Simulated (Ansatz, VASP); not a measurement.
## Two plane-wave programs on Sc

```
CELL_PARAMETERS angstrom
0.00000 2.28927 2.28927
2.28927 0.00000 2.28927
2.28927 2.28927 0.00000
ATOMIC_POSITIONS crystal
Sc 0.00000 0.00000 0.00000
```

Change from the starting cell: volume scaled by 1.025, PAW files.

Alike in both runs: task electric field gradients; functional PBE; k mesh 15 × 15 × 15; occupations fermi-dirac, width 0.03 eV; no spin polarisation.

```csv
,VASP,Ansatz
version,VASP 6.6.1,Ansatz 0.2.0
potentials or method,"VASP PAW PBE potentials, release 64 (Sc_sv)","PAW with Ansatz's default frozen-core files, scalar-relativistic"
plane-wave cutoff (eV),520,420
valence electrons in the cell,11,11
```

```tsv
	VASP	Ansatz	Ansatz less VASP
pressure (GPa)	1.4	1.4	-0.03
```

The functional is the same, so the differences come from potentials, cutoffs and numerics.
